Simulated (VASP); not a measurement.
Set up this calculation in VASP 6.6.1, as the native input.

| Quantity | Value |
| --- | --- |
| Task | single point |
| Functional | LDA |
| Potentials or basis | VASP PAW LDA potentials, release 64 (Ta_pv, N) |
| Cutoff | 520 eV |
| k mesh | 5 × 5 × 8 |
| Occupations | fermi-dirac, width 0.1 eV |
| Spin | no spin polarisation |
| Dipole correction | no |
| Further INCAR settings | ALGO = Normal; EDIFF = 1e-06; NBANDS = 33 |

The structure of TaN lies in POSCAR:

```
TaN
1.0
    5.1910000000      0.0000000000      0.0000000000
   -2.5955000000      4.4955378710      0.0000000000
    0.0000000000      0.0000000000      2.9080000000
Ta N
3 3
Direct
    0.0000000000      0.0000000000      0.0000000000
    0.3333333333      0.6666666667      0.5000000000
    0.6666666667      0.3333333333      0.5000000000
    0.5000000000      0.0000000000      0.0000000000
    0.0000000000      0.5000000000      0.0000000000
    0.5000000000      0.5000000000      0.0000000000
```

One way to write it, as run:

INCAR

```
SYSTEM = TaN
  PREC = Accurate
  ENCUT = 520
  EDIFF = 1E-6
  ISMEAR = -1
  SIGMA = 0.1
  LREAL = .False.
  LASPH = .True.
  NELM = 100
  ALGO = Normal
  ISIF = 2
  LWAVE = .False.
  LCHARG = .False.
  GGA = CA
  NBANDS = 33
```

KPOINTS

```
regular mesh
0
Gamma
  5 5 8
  0 0 0
```

Potentials or basis: VASP PAW LDA potentials, release 64 (Ta_pv, N).

The run is started by

```sh
$ cat potpaw_LDA.64/Ta_pv/POTCAR potpaw_LDA.64/N/POTCAR > POTCAR
$ mpirun -np 1 vasp_std > vasp.out
```

Results of the run:

The pressure is -3.6 GPa and the band gap on the k mesh is zero (band 24 reaches 8.91 eV, above the bottom of band 25 at 6.76 eV).

Caveat: spin-orbit coupling is left out, which moves the levels of the heavy elements.

Wall time 45 s on 1 thread of AMD EPYC 7R13 Processor (Zen 3), on a shared host, peak memory 0.15 GiB.
